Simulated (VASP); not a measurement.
BaTiO3:

```
CELL_PARAMETERS angstrom
3.89260 0.00000 0.00000
0.00000 3.89260 0.00000
0.00000 0.00000 4.03073
ATOMIC_POSITIONS crystal
Ba 0.50000 0.50000 0.58020
Ti 0.00000 0.00000 0.09572
O 0.00000 0.50000 0.06427
O 0.50000 0.00000 0.06427
O 0.00000 0.00000 0.55553
```

This cell differs from its parent crystal: strain -2.0%.

Base run:

```yaml
Program: VASP 6.6.1
Functional: r2SCAN
Potentials_or_basis: VASP PAW PBE potentials, release 64 (Ba_sv, Ti_sv, O)
Cutoff: 520 eV
k_mesh: 6 × 6 × 6
Occupations: gaussian, width 0.01 eV
Spin: no spin polarisation
```

Its results: band gap on the k mesh 2.30 eV, indirect (least direct gap 2.68 eV); pressure 12.7 GPa; largest force 0.121 eV/Å.

Task: The run is repeated on the same cell with these changes: functional from r2SCAN to PBE; occupations from gaussian, width 0.01 eV to fermi-dirac, width 0.02 eV. What comes out?

Result: Band gap on the k mesh 1.88 eV, indirect (least direct gap 2.26 eV); pressure 15.4 GPa; largest force 0.138 eV/Å.

Caveats: spin-orbit coupling is left out, which moves the levels of the heavy elements; the PAW data sets were made with another functional, which shifts forces and pressure a little (some runs).

A k mesh can miss the band edges.
